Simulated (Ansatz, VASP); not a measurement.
MgH2: VASP beside Ansatz

```
Mg H
1.0
     0.00000    2.38107    2.38107
     2.38107    0.00000    2.38107
     2.38107    2.38107    0.00000
Mg H
1 2
Direct
  0.00000 0.00000 0.00000
  0.75000 0.75000 0.75000
  0.25000 0.25000 0.25000
```

Alike in both runs: task single point; functional PBE; k mesh 8 × 8 × 8; occupations fermi-dirac, width 0.04 eV; collinear spin.

```csv
,VASP,Ansatz
version,VASP 6.6.1,Ansatz 0.2.0
potentials or method,"VASP PAW PBE potentials, release 64 (Mg, H), cutoff 600 eV","scalar-relativistic, plane waves, PAW"
valence electrons in the cell,4,12
```

Ansatz gave:

* gap on the k mesh at the Fermi level (eV): none
* pressure (GPa): -0.3
* net moment per atom (μB): 0.00

**Question.** Estimate VASP's values.

**Answer.** gap on the k mesh at the Fermi level (eV): none; pressure (GPa): -0.6; net moment per atom (μB): 0.00.

A gap of «none» marks a metal or a gap that the smearing closes. VASP's potentials hold 4 valence electrons a cell and Ansatz's 12, so a difference there can come from the potentials and not from the codes. Ansatz's warnings: force scf threshold loose, no starting moments, stress scf threshold loose.
